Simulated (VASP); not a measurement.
# C (P6_3/mmc) in VASP: further runs, part 2 of 2

VASP 6.6.1. The steps go on from the part before.

## 4. Relaxation of cell and atoms, r2SCAN

This run uses another cell than the first one, of 6.62 Å³/atom, 0.823 times its volume.

POSCAR reads:

```
C
1.0
    2.1071951087      0.0000000000      0.0000000000
   -1.0535975543      1.8248844949      0.0000000000
    0.0000000000      0.0000000000      3.4410496125
C
2
Direct
    0.3333333333      0.6666666667      0.2500000000
    0.6666666667      0.3333333333      0.7500000000
```

INCAR.step1 reads:

```
SYSTEM = C
ALGO = Normal
EDIFF = 1E-5
EDIFFG = -0.005
ENCUT = 660
GGA = PE
GGA_COMPAT = .FALSE.
IBRION = 2
ISIF = 3
ISMEAR = -1
LASPH = .TRUE.
LCHARG = .FALSE.
LREAL = .FALSE.
LWAVE = .TRUE.
NELM = 120
NELMIN = 4
NSW = 100
PREC = Accurate
SIGMA = 0.1
```

INCAR.step2 reads:

```
SYSTEM = C
ALGO = Normal
EDIFF = 1E-7
EDIFFG = -0.01
ENCUT = 660
GGA_COMPAT = .FALSE.
IBRION = 2
ISIF = 3
ISMEAR = -1
ISTART = 1
LASPH = .TRUE.
LCHARG = .FALSE.
LMIXTAU = .TRUE.
LREAL = .FALSE.
LWAVE = .FALSE.
METAGGA = R2SCAN
NELM = 120
NELMIN = 4
NSW = 80
PREC = Accurate
SIGMA = 0.1
```

KPOINTS reads:

```
k-points
0
G
  17 17 9
  0 0 0
```

Potentials or basis: VASP PAW PBE potentials, release 64 (C).

Launch:

```console
$ cat potpaw_PBE.64/C/POTCAR > POTCAR
$ cp INCAR.step1 INCAR
$ mpirun -np 1 vasp_std > vasp.out
$ cp INCAR.step2 INCAR
$ mpirun -np 1 vasp_std > vasp.out
```

OUTCAR:

```text
SYSTEM = C
   EDIFF = 1E-7
   EDIFFG = -0.01
   ENCUT = 660
   IBRION = 2
   ISIF = 3
   ISMEAR = -1
   ISTART = 1
   LASPH = .TRUE.
   LREAL = .FALSE.
   METAGGA = R2SCAN
   NELM = 120
   NELMIN = 4
   NSW = 80
   PREC = Accurate

 ion  position               nearest neighbor table
   1  0.333  0.667  0.250-
   2  0.667  0.333  0.750-

  LATTYP: Found a hexagonal cell.
 ALAT       =     2.1071951087
 C/A-ratio  =     1.6330000000

  Lattice vectors:

 A1 = (   2.1071951087,   0.0000000000,   0.0000000000)
 A2 = (  -1.0535975543,   1.8248844949,   0.0000000000)
 A3 = (   0.0000000000,   0.0000000000,   3.4410496125)

Analysis of symmetry for initial positions (statically):
=====================================================================
 Subroutine PRICEL returns:
 Original cell was already a primitive cell.

 Routine SETGRP: Setting up the symmetry group for a
 hexagonal supercell.

 Subroutine GETGRP returns: Found 24 space group operations
 (whereof 12 operations were pure point group operations)
 out of a pool of 24 trial point group operations.

The static configuration has the point symmetry D_3d.
 The point group associated with its full space group is D_6h.

Analysis of symmetry for dynamics (positions and initial velocities):
=====================================================================
[... 267 lines left out ...]

 val. band max:       10.5424110601   @ k =   0.3529  -0.0000   0.2222
 cond. band min:      10.5906806090   @ k =   0.3529   0.1176   0.3333
 fundamental gap:      0.0482695489
 Fermi energy:        10.5475174550

 k-point     1 :       0.0000    0.0000    0.0000
  band No.  band energies     occupation
      1     -14.5498      2.00000
      2     -12.6907      2.00000
      3      -2.6173      2.00000
      4       4.5613      2.00000
      5      18.1263      0.00000
      6      29.9158      0.00000
      7      30.0134      0.00000
      8      33.6133      0.00000
[... 243 lines left out ...]
 k-point    24 :       0.1765    0.1765    0.0000
  band No.  band energies     occupation
      1      -9.1172      2.00000
      2      -7.5840      2.00000
      3       3.8816      2.00000
      4      10.2961      1.85029
      5      17.4923      0.00000
      6      18.2549      0.00000
      7      18.2893      0.00000
      8      19.0295      0.00000

 [... further k-points ...]

[... ionic steps 4 to 30 ...]

--------------------------------------- Ionic step       31  -------------------------------------------

 number of electron       8.0000000 magnetization

------------------------ aborting loop because EDIFF is reached ----------------------------------------
[... 67 lines left out ...]
--------------------------------------- Ionic step       33  -------------------------------------------

 number of electron       7.9999997 magnetization

 Free energy of the ion-electron system (eV)
  ---------------------------------------------------
  ext. energy  EPLUGINS =         0.00000000
  ---------------------------------------------------
  free energy    TOTEN  =       -11.33068348 eV

  energy without entropy =      -11.31626782  energy(sigma->0) =      -11.32347565

 E-fermi :   8.3149     XC(G=0): -13.2798

 val. band max:        8.2289590138   @ k =   0.4118  -0.0000   0.3333
 cond. band min:       8.3673533412   @ k =   0.2941   0.1765   0.1111
 fundamental gap:      0.1383943274
 Fermi energy:         8.3149160331

 k-point     1 :       0.0000    0.0000    0.0000
  band No.  band energies     occupation
      1     -15.1264      2.00000
      2     -14.0380      2.00000
      3      -3.0358      2.00000
      4       2.0268      2.00000
      5      14.5685      0.00000
      6      26.0720      0.00000
      7      26.1361      0.00000
      8      26.9216      0.00000
[... 282 lines left out ...]
  FREE ENERGIE OF THE ION-ELECTRON SYSTEM (eV)
  ---------------------------------------------------
  free  energy   TOTEN  =       -11.3306834838 eV

  energy  without entropy=      -11.3162678195  energy(sigma->0) =      -11.32347565

 reached required accuracy - stopping structural energy minimisation
```

OSZICAR.step1:

```text
N       E                     dE             d eps       ncg     rms          rms(c)
DAV:   1     0.831503390688E+01    0.83150E+01   -0.53176E+03  2664   0.114E+03
DAV:   2    -0.934839806202E+01   -0.17663E+02   -0.17019E+02  4504   0.108E+02
DAV:   3    -0.946531206315E+01   -0.11691E+00   -0.11666E+00  2640   0.120E+01
[... 230 lines left out ...]
       N       E                     dE             d eps       ncg     rms          rms(c)
DAV:   1    -0.103024549992E+02   -0.56586E-05   -0.16568E-04  3128   0.126E-01    0.107E-02
DAV:   2    -0.103024541553E+02    0.84383E-06   -0.95181E-07  1360   0.112E-02    0.608E-03
DAV:   3    -0.103024538247E+02    0.33058E-06   -0.80456E-07  1320   0.803E-03    0.474E-04
DAV:   4    -0.103024538173E+02    0.74296E-08   -0.26380E-08  1320   0.191E-03
  33 F= -.10302454E+02 E0= -.10294684E+02  d E =-.442710E-05
```

Wall time 22 min (1 thread of Intel Xeon Platinum 8488C (Sapphire Rapids), shared host); peak memory 0.14 GiB.

What came out:

```
Free energy                            : -11.3307 eV
Relaxed volume                         : 6.97 Å³/atom
Relaxed cell                           : a = 1.710 Å, b = 1.710 Å, c = 5.505 Å, α = 90.00°, β = 90.00°, γ = 120.00°
Space group after relaxing (to 0.05 Å) : P6_3/mmc (No. 194)
Energy gained by relaxing              : 474.7 meV/atom
Ionic steps                            : 33
Pressure after relaxing                : 0.0 GPa
Band gap on the k mesh                 : zero (band 4 reaches 9.69 eV, above the bottom of band 5 at 7.37 eV)
```

The path:
```
step  energy change (eV)  largest force (eV/Å)  pressure (GPa)  volume (Å³)
   1              0.0000                0.0000           11.53        13.23
   2             -0.0334                0.0000           -0.41        14.16
   3             -0.0334                0.0000           -0.25        14.15
   4             -0.0340                0.0000           -0.12        14.14
   5             -0.0346                0.0000            0.15        14.11
   6             -0.0376                0.0000            0.77        14.06
   7             -0.0591                0.0000            1.91        13.94
   8             -0.1190                0.0000            5.51        13.68
   9             -0.2398                0.0000           14.25        13.04
  10             -0.5188                0.0000           43.78        11.39
  11             21.7585                0.0000         1124.34         7.20
  12             -0.5170                0.0000           48.84        11.31
  13             -0.4971                0.0000           56.90        11.18
  14             -0.4971                0.0000           56.92        11.18
  15             -0.4972                0.0000           56.97        11.18
  16             -0.4972                0.0000           57.07        11.18
  17             -0.4973                0.0000           57.30        11.18
  18             -0.4973                0.0000           57.72        11.18
  19             -0.4974                0.0000           57.71        11.18
  20             -0.4977                0.0000           57.69        11.18
  21             -0.4982                0.0000           57.64        11.18
  22             -0.4993                0.0000           57.55        11.18
  23             -0.5015                0.0000           57.37        11.19
  24             -0.5060                0.0000           57.00        11.20
  25             -0.5147                0.0000           56.27        11.22
  26             -0.5318                0.0000           54.83        11.27
  27             -0.5649                0.0000           52.01        11.36
  28             -0.6262                0.0000           46.59        11.55
  29             -0.7305                0.0000           36.61        11.92
  30             -0.8734                0.0000           19.62        12.70
  31             -0.9437                0.0000           -3.78        14.33
  32             -0.9492                0.0000           -0.69        14.00
  33             -0.9494                0.0000            0.02        13.94
```

Final structure:
```
C
1.0
     1.70994    0.00000    0.00000
    -0.85497    1.48085    0.00000
     0.00000    0.00000    5.50499
C
2
Cartesian
  0.0000 0.9872 1.3762
  0.8550 0.4936 4.1287
```

Caveat: the PAW data sets were made with another functional, which shifts forces and pressure a little.

## 5. Single point, r2SCAN

This run uses another cell than the first one, of 8.74 Å³/atom, 1.087 times its volume.

POSCAR reads:

```
C
1.0
    1.7138579782      0.0000000000      0.0000000000
   -0.8569289891      1.4842445476      0.0000000000
    0.0000000000      0.0000000000      6.8689993656
C
2
Direct
    0.3333333333      0.6666666667      0.2500000000
    0.6666666667      0.3333333333      0.7500000000
```

INCAR.step1 reads:

```
PREC = Accurate ; ENCUT = 660
ISMEAR = -1 ; SIGMA = 0.1
LREAL = F ; LASPH = T
NELM = 120 ; NBANDS = 11
GGA = PE ; ALGO = Normal
EDIFF = 1E-5 ; LWAVE = T
LCHARG = F ; GGA_COMPAT = F
```

INCAR.step2 reads:

```
PREC = Accurate ; ENCUT = 660
EDIFF = 1E-6 ; ISMEAR = -1
SIGMA = 0.1 ; LREAL = F
LASPH = T ; NELM = 120
ALGO = Normal ; ISIF = 2
LWAVE = F ; LCHARG = F
METAGGA = R2SCAN ; LMIXTAU = T
NBANDS = 11 ; ISTART = 1
GGA_COMPAT = F
```

KPOINTS reads:

```
Automatic mesh
0
Gamma
  34 34 8
```

Launch:

```console
$ cat potpaw_PBE.64/C/POTCAR > POTCAR
$ cp INCAR.step1 INCAR
$ mpirun -np 1 vasp_std > vasp.out
$ cp INCAR.step2 INCAR
$ mpirun -np 1 vasp_std > vasp.out
```

It took 3.5 min on 1 thread of Intel Xeon Platinum 8488C (Sapphire Rapids), shared host; peak memory 0.23 GiB.

Results (log left out):

| Quantity | Value |
| --- | --- |
| Free energy | -11.5701 eV |
| Pressure | -0.7 GPa |
| Band gap on the k mesh | zero (band 4 reaches 7.01 eV, above the bottom of band 5 at 4.85 eV) |

Stress tensor (GPa, compression positive):
```
-0.24  0.00  0.00
 0.00 -0.24  0.00
 0.00  0.00 -1.51
```

Levels at points of the mesh, in eV from the Fermi level:
| k point | band 1 | band 2 | band 3 | band 4 | band 5 | band 6 | band 7 | band 8 |
| --- | --- | --- | --- | --- | --- | --- | --- | --- |
| (0.00, 0.00, 0.00) | -22.88 | -22.67 | -9.98 | -8.23 | 3.49 | 10.33 | 16.67 | 17.63 |
| (0.50, 0.00, 0.00) | -11.80 | -11.76 | -5.56 | -5.44 | 2.30 | 2.70 | 10.54 | 10.55 |
| (0.00, 0.00, 0.50) | -22.78 | -22.78 | -9.19 | -9.19 | 6.19 | 6.19 | 17.64 | 17.64 |
| (0.50, 0.00, 0.50) | -11.78 | -11.78 | -5.50 | -5.50 | 2.51 | 2.51 | 10.55 | 10.55 |

Caveat: the PAW data sets were made with another functional, which shifts forces and pressure a little.

## 6. The runs side by side

```csv
task,cell,k mesh,gap on the mesh (eV),pressure (GPa)
single point,"a = 1.667, b = 1.667, c = 6.681 Å, angles 90.0, 90.0, 120.0°, 2 atoms",23 × 23 × 5,none,14.0
single point,"a = 1.714, b = 1.714, c = 6.869 Å, angles 90.0, 90.0, 120.0°, 2 atoms",17 × 17 × 9,none,-0.1
relaxation of cell and atoms,"relaxed from a = 2.107, b = 2.107, c = 3.441 Å, angles 90.0, 90.0, 120.0°, 2 atoms",17 × 17 × 9,none,0.0
single point,"a = 1.714, b = 1.714, c = 6.869 Å, angles 90.0, 90.0, 120.0°, 2 atoms",34 × 34 × 8,none,-0.7
```

Alike in all rows: level r2SCAN; potentials or basis VASP PAW PBE potentials, release 64 (C); no spin polarisation; cutoff (eV) 660; smearing fermi-dirac 0.1 eV.

Caveats: the PAW data sets were made with another functional, which shifts forces and pressure a little.

Total energies depend on the potentials used, so only differences within one code and one set of settings carry meaning.
